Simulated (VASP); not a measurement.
# Be3C (P1) in VASP: notebook

Be3C is run at these levels: PBE; tasks: single point.

All numbers are computed with VASP 6.6.1; they aren't measurements. Logs are shortened: lines on timing, memory, paths and dates and some standing lists are left out, and cuts for length are marked.

## Step 1: The cell of the first run

The typed cell holds 4 atoms: a = 4.278 Å, b = 4.278 Å, c = 4.278 Å, α = 137.45°, β = 137.45°, γ = 61.75°.

## Step 2: Single point, PBE

Input file INCAR:

```
SYSTEM = Be3C
  PREC = Accurate
  ENCUT = 520
  EDIFF = 1E-6
  ISMEAR = -1
  SIGMA = 0.05
  LREAL = .FALSE.
  LASPH = .TRUE.
  NELM = 100
  ALGO = Normal
  ISIF = 2
  LWAVE = .FALSE.
  LCHARG = .FALSE.
  GGA = PE
  NBANDS = 13
```

Input file KPOINTS:

```
regular mesh
0
G
  7 7 9
  0 0 0
```

Input file POSCAR:

```
Be3C
1.0
   -1.5523031600      1.5523031600      3.6717237300
    1.5523031600     -1.5523031600      3.6717237300
    1.5523031600      1.5523031600     -3.6717237300
Be C
3 1
Direct
    0.5555440000      0.0716470000      0.4999160000
    0.9444700000      0.4218100000      0.4913110000
    0.5068780000      0.4975450000      0.0085010000
    0.2513960000      0.7424610000      0.4890450000
```

Potentials or basis: VASP PAW PBE potentials, release 64 (Be, C).

Started as:

```console
> cat potpaw_PBE.64/Be/POTCAR potpaw_PBE.64/C/POTCAR > POTCAR
> mpirun -np 1 vasp_std > vasp.out
```

OUTCAR:

```text
SYSTEM = Be3C
   PREC = Accurate
   ENCUT = 520
   EDIFF = 1E-6
   ISMEAR = -1
   LREAL = .FALSE.
   LASPH = .TRUE.
   NELM = 100
   ISIF = 2
   GGA = PE

 ion  position               nearest neighbor table
   1  0.556  0.072  0.500-   3 1.60   3 1.65   2 2.30   2 2.37
   2  0.944  0.422  0.491-   3 1.61   3 1.62   1 2.30   1 2.37
   3  0.507  0.498  0.009-   1 1.60   2 1.61   2 1.62   1 1.65
   4  0.251  0.742  0.489-

  LATTYP: Found a body centered tetragonal cell.
 ALAT       =     3.1046063200
 C/A-ratio  =     2.3653393387

  Lattice vectors:

 A1 = (  -1.5523031600,   1.5523031600,   3.6717237300)
 A2 = (   1.5523031600,  -1.5523031600,   3.6717237300)
 A3 = (   1.5523031600,   1.5523031600,  -3.6717237300)

Analysis of symmetry for initial positions (statically):
=====================================================================
 Subroutine PRICEL returns:
 Original cell was already a primitive cell.

 Routine SETGRP: Setting up the symmetry group for a
 body centered tetragonal supercell.

 Subroutine GETGRP returns: Found  1 space group operations
 (whereof  1 operations were pure point group operations)
 out of a pool of 16 trial point group operations.

The static configuration has the point symmetry C_1 .

Analysis of symmetry for dynamics (positions and initial velocities):
=====================================================================
 Subroutine PRICEL returns:
 Original cell was already a primitive cell.

 Routine SETGRP: Setting up the symmetry group for a
 body centered tetragonal supercell.

 Subroutine GETGRP returns: Found  1 space group operations
 (whereof  1 operations were pure point group operations)
 out of a pool of 16 trial point group operations.

The dynamic configuration has the point symmetry C_1 .

 Subroutine INISYM returns: Found  1 space group operations
 (whereof  1 operations are pure point group operations),
 and found     1 'primitive' translations

----------------------------------------------------------------------------------------

                                     Primitive cell

  volume of cell :      35.3902

  direct lattice vectors                    reciprocal lattice vectors
    -1.552303160  1.552303160  3.671723730     0.000000000  0.322102031  0.136175823
[... 120 lines left out ...]
   POTIM  = 0.5000    time-step for ionic-motion
   TEBEG  =    0.0;   TEEND  =   0.0 temperature during run
   PSTRESS=    0.0 pullay stress
   NELECT =      10.0000    total number of electrons
   NUPDOWN=      -1.0000    fix difference up-down
   EMIN   =  10.00;   EMAX   =-10.00  energy-range for DOS
   EFERMI =   0.00;   METHOD = LEGACY
   ISMEAR =    -1;   SIGMA  =   0.05  broadening in eV -4-tet -1-fermi 0-gaus
   EFERMI_NEDOS =   21; number of points for ismear=-14 and -15
   IALGO  =     38    algorithm
   IMIX   =      4    mixing-type and parameters
     AMIX     =   0.40;   BMIX     =  1.00
     AMIX_MAG =   1.60;   BMIX_MAG =  1.00
  volume/ion in A,a.u.               =       8.85        59.71
  Fermi-wavevector in a.u.,A,eV,Ry     =   1.074271  2.030078 15.701912  1.154058
  Thomas-Fermi vector in A             =   2.210094
   LORBIT       =      0    0 simple, 1 ext, 2 COOP (PROOUT), +10 PAW based schemes
   GGA     = PE    functional components
   LHFCALC =     F    Hartree Fock is set to
   AEXX    =    0.0000 exact exchange contribution
   IVDW    =     0    specifies the selected vdW correction
   LEPSILON=     F    determine dielectric tensor
   LRPA    =     F    only Hartree local field effects (RPA)
 non-spin polarized calculation
  energy-cutoff  :      520.00
  volume of cell :       35.39
 maximum number of plane-waves:       970
   NGX = 15   NGY = 15   NGZ = 15

 number of electron      10.0000000 magnetization

 Free energy of the ion-electron system (eV)
  ---------------------------------------------------
  ext. energy  EPLUGINS =         0.00000000
  ---------------------------------------------------
  free energy    TOTEN  =        -9.78110675 eV

  energy without entropy =       -9.76677069  energy(sigma->0) =       -9.77393872

 E-fermi :   4.8837     XC(G=0): -10.4022

 val. band max:        4.8811065096   @ k =  -0.1429  -0.4286   0.3333
 cond. band min:       4.8913430516   @ k =   0.2857   0.1429   0.3333
 fundamental gap:      0.0102365420
 Fermi energy:         4.8836771413

 k-point     1 :       0.0000    0.0000    0.0000
  band No.  band energies     occupation
      1      -7.3062      2.00000
      2       0.9054      2.00000
      3       2.1338      2.00000
      4       4.2629      1.99999
      5       4.3253      1.99997
      6       5.3657      0.00013
      7       5.3850      0.00009
      8       7.9701      0.00000
      9      10.5500      0.00000
     10      14.5491      0.00000
     11      14.7220      0.00000
     12      15.2757      0.00000
     13      15.6006      0.00000
[... 354 lines left out ...]
  band No.  band energies     occupation
      1      -4.9556      2.00000
      2      -0.3120      2.00000
      3       0.6543      2.00000
      4       2.2858      2.00000
      5       3.5679      2.00000
      6       4.9320      0.55151
      7       6.0589      0.00000
      8       7.4775      0.00000
      9       9.6724      0.00000
     10      10.9147      0.00000
     11      14.4270      0.00000
     12      15.9277      0.00000
     13      19.9973      0.00000

 [... further k-points ...]

------------------------ aborting loop because EDIFF is reached ----------------------------------------

  FORCE on cell =-STRESS in cart. coord.  units (eV):
  Direction    XX          YY          ZZ          XY          YZ          ZX
  --------------------------------------------------------------------------------------
  -------------------------------------------------------------------------------------
  Total       12.7641343     13.8988534     -7.1331183      0.0035761     -0.3255183     -0.2785199
  in kB      577.8550030    629.2257472   -322.9289172      0.1618956    -14.7367923    -12.6090910
  external PRESSURE =     294.7172776 kB  Pullay stress =       0.0000000 kB

 VOLUME and BASIS-vectors are now :
 -----------------------------------------------------------------------------
  energy-cutoff  :      520.00
  volume of cell :       35.39
      direct lattice vectors                 reciprocal lattice vectors
    -1.552303160  1.552303160  3.671723730     0.000000000  0.322102031  0.136175823
     1.552303160 -1.552303160  3.671723730     0.322102031  0.000000000  0.136175823
     1.552303160  1.552303160 -3.671723730     0.322102031  0.322102031  0.000000000

 POSITION                                       TOTAL-FORCE (eV/Angst)
 -----------------------------------------------------------------------------------
      0.02487      1.52718      0.46732        -0.890077     -0.312128      2.342950
     -0.04866      1.57399      3.21264        -0.306235      0.282397     -2.244751
     -0.00129      0.02768      3.65675         1.230906      0.019286     -0.378635
      1.52143     -0.00314      1.85353        -0.034594      0.010446      0.280436
 -----------------------------------------------------------------------------------
    total drift:                                0.000100      0.000061      0.000098

  FREE ENERGIE OF THE ION-ELECTRON SYSTEM (eV)
  ---------------------------------------------------
  free  energy   TOTEN  =        -9.7811067533 eV

  energy  without entropy=       -9.7667706907  energy(sigma->0) =       -9.77393872
```

OSZICAR:

```text
N       E                     dE             d eps       ncg     rms          rms(c)
DAV:   1     0.138538157192E+02    0.13854E+02   -0.43755E+03  5762   0.658E+02
DAV:   2    -0.115116136468E+02   -0.25365E+02   -0.23640E+02  7575   0.124E+02
DAV:   3    -0.125129040324E+02   -0.10013E+01   -0.99070E+00  7488   0.200E+01
DAV:   4    -0.125180594690E+02   -0.51554E-02   -0.51527E-02  6686   0.176E+00
DAV:   5    -0.125180827010E+02   -0.23232E-04   -0.23232E-04  7479   0.116E-01    0.764E+00
DAV:   6    -0.102806366880E+02    0.22374E+01   -0.20430E+01  6777   0.159E+01    0.432E+00
DAV:   7    -0.983793289325E+01    0.44270E+00   -0.45914E+00  6775   0.683E+00    0.146E+00
DAV:   8    -0.978228313774E+01    0.55650E-01   -0.53375E-01  7616   0.327E+00    0.396E-01
DAV:   9    -0.978090932983E+01    0.13738E-02   -0.22247E-02  6641   0.721E-01    0.207E-01
DAV:  10    -0.978116818334E+01   -0.25885E-03   -0.14486E-03  7254   0.261E-01    0.457E-02
DAV:  11    -0.978110889116E+01    0.59292E-04   -0.53275E-04  7116   0.724E-02    0.131E-02
DAV:  12    -0.978110663118E+01    0.22600E-05   -0.41593E-05  6996   0.284E-02    0.371E-03
DAV:  13    -0.978110675327E+01   -0.12209E-06   -0.11220E-06  4914   0.674E-03
   1 F= -.97811068E+01 E0= -.97739387E+01  d E =-.143361E-01
```

stdout:

```text
POSCAR found type information on POSCAR BeC
 POSCAR found :  2 types and       4 ions
 scaLAPACK will be used
 LDA part: xc-table for (Slater+PW92), standard interpolation
 -----------------------------------------------------------------------------
|                                                                             |
|           W    W    AA    RRRRR   N    N  II  N    N   GGGG   !!!           |
|           W    W   A  A   R    R  NN   N  II  NN   N  G    G  !!!           |
|           W    W  A    A  R    R  N N  N  II  N N  N  G       !!!           |
|           W WW W  AAAAAA  RRRRR   N  N N  II  N  N N  G  GGG   !            |
|           WW  WW  A    A  R   R   N   NN  II  N   NN  G    G                |
|           W    W  A    A  R    R  N    N  II  N    N   GGGG   !!!           |
|                                                                             |
|     Your reciprocal lattice and k-lattice belong to different lattice       |
|     classes:                                                                |
|                                                                             |
|        The reciprocal lattice is body-centered tetragonal,                  |
|        whereas your k-lattice is base-centered monoclinic.                  |
|                                                                             |
|     Results are often still useful ...                                      |
|                                                                             |
 -----------------------------------------------------------------------------

 POSCAR, INCAR and KPOINTS ok, starting setup
 FFT: planning ... GRIDC
 FFT: planning ... GRID_SOFT
 FFT: planning ... GRID
 WAVECAR not read
 entering main loop
```

Wall time 2 min (1 thread of Oxide Virtual Turin-like, shared host); peak memory 0.19 GiB.

Results:

```yaml
Free_energy: -9.7811 eV
Pressure: 29.5 GPa
Largest_force: 2.526 eV/Å
Band_gap_on_the_k_mesh: zero (bands 5 and 6 overlap by 2.82 eV)
```

Forces on the atoms (eV/Å):
```
Be  -0.890 -0.312  2.343
Be  -0.306  0.282 -2.245
Be   1.231  0.019 -0.379
C   -0.035  0.010  0.280
```

Caveat: the stress differs along the axes, from -32 to 63 GPa; forces of over 1 eV/Å act on the atoms, so gaps and moduli don't describe the material at rest.

## Step 3: Single point, PBE

Input file INCAR:

```
SYSTEM = Be3C
PREC = Accurate
ENCUT = 520
EDIFF = 1E-7
ISMEAR = -1
SIGMA = 0.025
LREAL = .False.
LASPH = .True.
NELM = 100
ALGO = Normal
ISIF = 2
LWAVE = .False.
LCHARG = .True.
GGA = PE
LELF = .True.
LVHAR = .True.
NBANDS = 13
```

Input file KPOINTS:

```
Automatic mesh
0
Gamma
  7 7 9
  0 0 0
```

POSCAR is that of step 2.

Potentials or basis: VASP PAW PBE potentials, release 64 (Be, C).

Started as:

```console
> cat potpaw_PBE.64/Be/POTCAR potpaw_PBE.64/C/POTCAR > POTCAR
> mpirun -np 1 vasp_std > vasp.out
```

Wall time 2.3 min (1 thread of Oxide Virtual Turin-like, shared host); peak memory 0.2 GiB.

It converged, with:

* Free energy: -9.7755 eV
* Pressure: 29.4 GPa
* Largest force: 2.520 eV/Å
* Band gap on the k mesh: zero (bands 5 and 6 overlap by 2.82 eV)

Forces in eV/Å, atoms in the order of the input:
```
Be  -0.888 -0.317  2.337
Be  -0.309  0.285 -2.245
Be   1.228  0.017 -0.371
C   -0.031  0.015  0.279
```

Stress tensor (GPa, compression positive):
```
 57.84  -0.01  -1.26
 -0.01  62.85  -1.55
 -1.26  -1.55 -32.39
```

Levels at points of the mesh, in eV from the Fermi level:
```
           k point  band 3  band 4  band 5  band 6  band 7  band 8
(0.00, 0.00, 0.00)   -2.74   -0.62   -0.55    0.49    0.51    3.09
```

Caveat: the stress differs along the axes, from -32 to 63 GPa; forces of over 1 eV/Å act on the atoms, so gaps and moduli don't describe the material at rest.

## Step 4: Single point, PBE

Input file INCAR:

```
PREC = Accurate
ENCUT = 520
EDIFF = 1E-6
ISMEAR = -1
SIGMA = 0.01
LREAL = False
LASPH = True
NELM = 100
ALGO = Normal
ISIF = 2
LWAVE = False
LCHARG = True
GGA = PE
LELF = True
LVHAR = True
NBANDS = 13
```

Input file KPOINTS:

```
regular mesh
0
Gamma
  7 7 9
```

POSCAR is that of step 3.

Started as:

```console
> cat potpaw_PBE.64/Be/POTCAR potpaw_PBE.64/C/POTCAR > POTCAR
> mpirun -np 1 vasp_std > vasp.out
```

Run time: 2 min. Hardware: 1 thread of Oxide Virtual Turin-like, shared host; peak memory 0.2 GiB.

Results (log left out):

| Property | Result |
| --- | --- |
| Free energy | -9.7737 eV |
| Pressure | 29.4 GPa |
| Largest force | 2.520 eV/Å |
| Band gap on the k mesh | zero (bands 5 and 6 overlap by 2.82 eV) |

Forces on the atoms (eV/Å):
```
Be  -0.886 -0.321  2.338
Be  -0.312  0.290 -2.253
Be   1.227  0.014 -0.363
C   -0.029  0.017  0.279
```

Stress tensor (GPa, compression positive):
```
 57.87  -0.03  -1.29
 -0.03  62.75  -1.66
 -1.29  -1.66 -32.44
```

Levels at points of the mesh, in eV from the Fermi level:
| k point | band 2 | band 3 | band 4 | band 5 | band 6 | band 7 | band 8 | band 9 |
| --- | --- | --- | --- | --- | --- | --- | --- | --- |
| (0.00, 0.00, 0.00) | -3.97 | -2.74 | -0.61 | -0.55 | 0.50 | 0.51 | 3.10 | 5.68 |

Caveat: the stress differs along the axes, from -32 to 63 GPa; forces of over 1 eV/Å act on the atoms, so gaps and moduli don't describe the material at rest.

## Step 5: Single point, PBE

Input file INCAR:

```
SYSTEM = Be3C
ALGO = Normal
EDIFF = 1E-6
ENCUT = 520
GGA = PE
ISIF = 2
ISMEAR = -1
LASPH = .TRUE.
LCHARG = .FALSE.
LREAL = .FALSE.
LWAVE = .FALSE.
NBANDS = 13
NELM = 60
PREC = Accurate
SIGMA = 0.005
```

Input file KPOINTS:

```
k-points
0
G
  7 7 9
  0 0 0
```

POSCAR is that of step 4.

Started as:

```console
> cat potpaw_PBE.64/Be/POTCAR potpaw_PBE.64/C/POTCAR > POTCAR
> mpirun -np 1 vasp_std > vasp.out
```

Wall time 2.3 min (1 thread of Oxide Virtual Turin-like, shared host); peak memory 0.19 GiB.

It converged, with:

| Quantity | Value |
| --- | --- |
| Free energy | -9.7734 eV |
| Pressure | 29.4 GPa |
| Largest force | 2.523 eV/Å |
| Band gap on the k mesh | zero (bands 5 and 6 overlap by 2.82 eV) |

Forces in eV/Å, atoms in the order of the input:
```
Be  -0.885 -0.324  2.340
Be  -0.311  0.294 -2.256
Be   1.227  0.012 -0.362
C   -0.030  0.018  0.277
```

Stress tensor (GPa, compression positive):
```
 57.89  -0.04  -1.32
 -0.04  62.71  -1.71
 -1.32  -1.71 -32.44
```

Levels at points of the mesh, in eV from the Fermi level:
| k point | band 3 | band 4 | band 5 | band 6 | band 7 | band 8 |
| --- | --- | --- | --- | --- | --- | --- |
| (0.00, 0.00, 0.00) | -2.74 | -0.61 | -0.55 | 0.50 | 0.51 | 3.10 |

Caveat: the stress differs along the axes, from -32 to 63 GPa; forces of over 1 eV/Å act on the atoms, so gaps and moduli don't describe the material at rest.

## Step 6: Summary

```csv
smearing,gap on the mesh (eV),pressure (GPa),largest force (eV/Å)
fermi-dirac 0.05 eV,none,29.5,2.53
fermi-dirac 0.025 eV,none,29.4,2.52
fermi-dirac 0.01 eV,none,29.4,2.52
fermi-dirac 0.005 eV,none,29.4,2.52
```

Alike in all rows: task single point; level PBE; potentials or basis VASP PAW PBE potentials, release 64 (Be, C); no spin polarisation; cell as given; k mesh 7 × 7 × 9; cutoff (eV) 520.

Caveats: the stress differs along the axes, from -32 to 63 GPa; forces of over 1 eV/Å act on the atoms, so gaps and moduli don't describe the material at rest.

Total energies depend on the potentials used, so only differences within one code and one set of settings carry meaning.
